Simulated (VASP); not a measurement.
Here is a VASP 6.6.1 calculation.

Contents of INCAR:

```
SYSTEM = Pd
PREC = Accurate
ENCUT = 500
EDIFF = 1E-6
ISMEAR = -1
SIGMA = 0.05
LREAL = .False.
LASPH = .True.
NELM = 200
ALGO = Normal
ISIF = 2
LWAVE = .False.
LCHARG = .False.
ISPIN = 2
MAGMOM = 0.423 0.423
LORBIT = 11
LMAXMIX = 4
GGA = B5
ALDAX = 1.0
AGGAX = 1.0
AGGAC = 1.0
ALDAC = 0.0
NBANDS = 21
GGA_COMPAT = .False.
```

KPOINTS

```
Automatic mesh
0
Gamma
  10 10 10
  0 0 0
```

Contents of POSCAR:

```
Pd
1.0
    0.0000000000      2.9248199212      2.9248199212
    2.9248199212      0.0000000000      2.9248199212
    2.9248199212      2.9248199212      0.0000000000
Pd
2
Direct
    0.1250000000      0.1250000000      0.1250000000
    0.8750000000      0.8750000000      0.8750000000
```

Potentials or basis: VASP PAW PBE potentials, release 64 (Pd).

Run with:

```sh
$ cat potpaw_PBE.64/Pd/POTCAR > POTCAR
$ mpirun -np 1 vasp_std > vasp.out
```

**Question.** Predict the net moment.

**Answer.** 0.88 μB per cell.

**Question.** What does it give for the pressure?

**Answer.** 2.6 GPa.

**Question.** Predict the site moments.

**Answer.** Pd +0.43 μB.

Caveat: the PAW data sets were made with another functional, which shifts forces and pressure a little.
